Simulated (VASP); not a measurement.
# GaP (F-43m) in VASP: notebook, part 2 of 2

VASP 6.6.1.

## Step 4: Single point, PBEsol

This run uses another cell than the first one, of 20.10 Å³/atom, 1.100 times its volume.

The input, INCAR:

```
SYSTEM = GaP
PREC     = Accurate       ! precision mode
ENCUT    = 520            ! plane-wave cutoff, eV
EDIFF    = 1E-6           ! SCF threshold, eV
ISMEAR   = -1             ! smearing method
SIGMA    = 0.05           ! smearing width, eV
LREAL    = .False.        ! projectors in reciprocal space
LASPH    = .True.         ! aspherical terms in the spheres
NELM     = 80             ! most SCF steps
ALGO     = Normal         ! electronic algorithm
ISIF     = 2              ! what is computed and relaxed
LWAVE    = .False.        ! write WAVECAR
LCHARG   = .True.         ! write CHGCAR
GGA      = PS             ! functional
LELF     = .True.         ! ELF
LVHAR    = .True.       
NBANDS   = 16             ! bands
```

The input, KPOINTS:

```
regular mesh
0
Gamma
  8 8 8
  0 0 0
```

The input, POSCAR:

```
GaP
1.0
    0.0000000000      2.7190858811      2.7190858811
    2.7190858811      0.0000000000      2.7190858811
    2.7190858811      2.7190858811      0.0000000000
Ga P
1 1
Direct
    0.0000000000      0.0000000000      0.0000000000
    0.7500000000      0.7500000000      0.7500000000
```

Potentials or basis: VASP PAW PBE potentials, release 64 (Ga_d, P).

Started as:

```bash
$ cat potpaw_PBE.64/Ga_d/POTCAR potpaw_PBE.64/P/POTCAR > POTCAR
$ mpirun -np 1 vasp_std > vasp.out
```

OUTCAR:

```text
SYSTEM = GaP
   PREC = Accurate
   ENCUT = 520
   EDIFF = 1E-6
   ISMEAR = -1
   LREAL = .False.
   LASPH = .True.
   NELM = 80
   ISIF = 2
   GGA = PS

 ion  position               nearest neighbor table
   1  0.000  0.000  0.000-   2 2.35   2 2.35   2 2.35   2 2.35
   2  0.750  0.750  0.750-   1 2.35   1 2.35   1 2.35   1 2.35

  LATTYP: Found a face centered cubic cell.
 ALAT       =     5.4381717622

  Lattice vectors:

 A1 = (   0.0000000000,   2.7190858811,   2.7190858811)
[... 625 lines left out ...]
      3      -9.8702      2.00000
      4      -9.8173      2.00000
      5      -9.8043      2.00000
      6      -5.4101      2.00000
[... 8 lines left out ...]
     15      16.5618      0.00000
     16      17.1161      0.00000

 [... further k-points ...]
[... 5 lines left out ...]
  --------------------------------------------------------------------------------------
  -------------------------------------------------------------------------------------
  Total       -0.0197734     -0.0197734     -0.0197734      0.0000000      0.0000000     -0.0000000
  in kB       -0.7879397     -0.7879397     -0.7879397      0.0000000      0.0000000     -0.0000000
  external PRESSURE =      -0.7879397 kB  Pullay stress =       0.0000000 kB

 VOLUME and BASIS-vectors are now :
 -----------------------------------------------------------------------------
  energy-cutoff  :      520.00
  volume of cell :       40.21
      direct lattice vectors                 reciprocal lattice vectors
     0.000000000  2.719085881  2.719085881    -0.183885328  0.183885328  0.183885328
     2.719085881  0.000000000  2.719085881     0.183885328 -0.183885328  0.183885328
     2.719085881  2.719085881  0.000000000     0.183885328  0.183885328 -0.183885328

 POSITION                                       TOTAL-FORCE (eV/Angst)
 -----------------------------------------------------------------------------------
      0.00000      0.00000      0.00000         0.000000      0.000000      0.000000
      4.07863      4.07863      4.07863        -0.000000     -0.000000     -0.000000
 -----------------------------------------------------------------------------------
    total drift:                               -0.000000     -0.000000     -0.000000

  FREE ENERGIE OF THE ION-ELECTRON SYSTEM (eV)
  ---------------------------------------------------
  free  energy   TOTEN  =        -9.9210931018 eV

  energy  without entropy=       -9.9210930918  energy(sigma->0) =       -9.92109310
```

OSZICAR:

```text
N       E                     dE             d eps       ncg     rms          rms(c)
DAV:   1     0.807432265822E+02    0.80743E+02   -0.89538E+03   968   0.162E+03
DAV:   2    -0.377470648461E+01   -0.84518E+02   -0.80500E+02  1040   0.320E+02
DAV:   3    -0.101021822759E+02   -0.63275E+01   -0.63060E+01  1168   0.662E+01
DAV:   4    -0.102066673582E+02   -0.10449E+00   -0.10446E+00  1144   0.916E+00
DAV:   5    -0.102086280217E+02   -0.19607E-02   -0.19605E-02  1168   0.109E+00    0.415E+00
DAV:   6    -0.996254095988E+01    0.24609E+00   -0.35140E-01  1424   0.114E+01    0.263E+00
DAV:   7    -0.992369691466E+01    0.38844E-01   -0.81154E-02  1312   0.222E+00    0.988E-01
DAV:   8    -0.992089445612E+01    0.28025E-02   -0.11996E-02  1080   0.128E+00    0.178E-01
DAV:   9    -0.992104304849E+01   -0.14859E-03   -0.10069E-03  1392   0.429E-01    0.630E-02
DAV:  10    -0.992106671466E+01   -0.23666E-04   -0.60728E-05  1376   0.828E-02    0.276E-02
DAV:  11    -0.992109321776E+01   -0.26503E-04   -0.27420E-05  1072   0.532E-02    0.637E-03
DAV:  12    -0.992109310185E+01    0.11591E-06   -0.90322E-07   912   0.108E-02
   1 F= -.99210931E+01 E0= -.99210931E+01  d E =-.100867E-07
```

stdout:

```text
POSCAR found type information on POSCAR GaP
 POSCAR found :  2 types and       2 ions
 scaLAPACK will be used
 -----------------------------------------------------------------------------
|                                                                             |
|                                                                             |
|     You enforced a specific xc type in the INCAR file but a different       |
|     I HOPE YOU KNOW WHAT YOU ARE DOING!                                     |
|                                                                             |
 -----------------------------------------------------------------------------

 LDA part: xc-table for (Slater+PW92), standard interpolation
 POSCAR, INCAR and KPOINTS ok, starting setup
 FFT: planning ... GRIDC
 FFT: planning ... GRID_SOFT
 FFT: planning ... GRID
 WAVECAR not read
 entering main loop
```

Wall time 27 s (1 thread of Intel Xeon Platinum 8259CL at 2.50GHz (Skylake/Cascade Lake), shared host); peak memory 0.17 GiB.

What came out:

```
Free energy            : -9.9211 eV
Pressure               : -0.1 GPa
Band gap on the k mesh : 1.50 eV, indirect (least direct gap 1.81 eV)
```

Levels at points of the mesh, in eV from the valence-band top:
| k point | band 7 | band 8 | band 9 | band 10 | band 11 | band 12 |
| --- | --- | --- | --- | --- | --- | --- |
| (0.00, 0.00, 0.00) | 0.00 | 0.00 | 0.00 | 1.81 | 3.83 | 3.83 |
| (0.50, 0.00, 0.00) | -6.74 | -1.14 | -1.14 | 1.61 | 4.65 | 4.65 |
| (0.50, 0.50, 0.00) | -6.84 | -2.74 | -2.74 | 1.50 | 1.71 | 10.60 |

Caveat: the PAW data sets were made with another functional, which shifts forces and pressure a little.

## Step 5: Relaxation of cell and atoms, PBEsol

This run uses another cell than the first one, of 20.24 Å³/atom, 1.107 times its volume.

The input, INCAR:

```
SYSTEM = GaP
PREC     = Accurate       ! precision mode
ENCUT    = 600            ! plane-wave cutoff, eV
EDIFF    = 1E-7           ! SCF threshold, eV
ISMEAR   = -1             ! smearing method
SIGMA    = 0.05           ! smearing width, eV
LREAL    = .FALSE.        ! projectors in reciprocal space
LASPH    = .TRUE.         ! aspherical terms in the spheres
NELM     = 60             ! most SCF steps
ALGO     = Normal         ! electronic algorithm
ISIF     = 3              ! what is computed and relaxed
LWAVE    = .FALSE.        ! write WAVECAR
LCHARG   = .FALSE.        ! write CHGCAR
GGA      = PS             ! functional
IBRION   = 2              ! ionic algorithm
NSW      = 80             ! ionic steps
EDIFFG   = -0.02          ! ionic threshold
```

The input, KPOINTS:

```
regular mesh
0
G
  8 8 8
  0 0 0
```

The input, POSCAR:

```
GaP
1.0
    0.0000000000      2.7252500000      2.7252500000
    2.7252500000      0.0000000000      2.7252500000
    2.7252500000      2.7252500000      0.0000000000
Ga P
1 1
Direct
    0.0000000000      0.0000000000      0.0000000000
    0.7500000000      0.7500000000      0.7500000000
```

Started as:

```bash
$ cat potpaw_PBE.64/Ga_d/POTCAR potpaw_PBE.64/P/POTCAR > POTCAR
$ mpirun -np 1 vasp_std > vasp.out
```

Wall time 48 s (1 thread of Intel Xeon Platinum 8259CL at 2.50GHz (Skylake/Cascade Lake), shared host); peak memory 0.19 GiB.

The run converged. Its results:

* Free energy: -9.9212 eV
* Relaxed volume: 20.09 Å³/atom
* Relaxed cell: a = 3.844 Å, b = 3.844 Å, c = 3.844 Å, α = 60.00°, β = 60.00°, γ = 60.00°
* Space group after relaxing (to 0.05 Å): F-43m (No. 216)
* Energy gained by relaxing: 0.3 meV/atom
* Ionic steps: 3
* Pressure after relaxing: 0.0 GPa
* Band gap on the k mesh: 1.50 eV, indirect (least direct gap 1.81 eV)

The path:
```csv
step,energy change (eV),largest force (eV/Å),pressure (GPa),volume (Å³)
1,0.0000,0.0000,-0.63,40.48
2,-0.0004,0.0000,0.36,40.02
3,-0.0006,0.0000,0.00,40.18
```

Final structure:
```
Ga P
1.0
     0.00000    2.71839    2.71839
     2.71839    0.00000    2.71839
     2.71839    2.71839    0.00000
Ga P
1 1
Direct
  0.00000 0.00000 0.00000
  0.75000 0.75000 0.75000
```

Levels at points of the mesh, in eV from the valence-band top:
```csv
k point,band 6,band 7,band 8,band 9,band 10,band 11,band 12,band 13
"(0.00, 0.00, 0.00)",-12.58,0.00,0.00,0.00,1.81,3.82,3.82,3.82
"(0.50, 0.00, 0.00)",-10.47,-6.74,-1.14,-1.14,1.61,4.65,4.65,8.10
"(0.50, 0.50, 0.00)",-9.54,-6.84,-2.74,-2.74,1.50,1.71,10.61,10.61
```

Caveat: the PAW data sets were made with another functional, which shifts forces and pressure a little. A k mesh can miss the band edges.

## Step 6: Summary

| task | cell | cutoff (eV) | gap on the mesh (eV) | pressure (GPa) |
| --- | --- | --- | --- | --- |
| single point | a = 3.725 Å, angles 60.0°, 2 atoms | 520 | 1.29 | 9.9 |
| single point | a = 3.779 Å, angles 60.0°, 2 atoms | 520 | 1.39 | 4.9 |
| single point | a = 3.845 Å, angles 60.0°, 2 atoms | 520 | 1.50 | -0.1 |
| relaxation of cell and atoms | relaxed from a = 3.854 Å, angles 60.0°, 2 atoms | 600 | 1.50 | 0.0 |

Alike in all rows: level PBEsol; potentials or basis VASP PAW PBE potentials, release 64 (Ga_d, P); no spin polarisation; k mesh 8 × 8 × 8; smearing fermi-dirac 0.05 eV.

Caveats: the PAW data sets were made with another functional, which shifts forces and pressure a little.

Absolute energies hang on the potentials; compare differences alone.

## Step 7: Comparison with measurements

Step 4. Against the measured gap of GaP, 2.34 eV (indirect; 10 K; quoted in “Stacking defects in GaP nanowires: Electronic structure and optical properties”, 2018, arxiv:1810.01194), the calculated 1.50 eV is off by -0.84 eV. Spin-orbit coupling on Ga is left out. The value is that of PBEsol on a finite k mesh, which can miss the band edges, without temperature or zero-point motion. Semilocal functionals fall short of measured gaps as a rule.
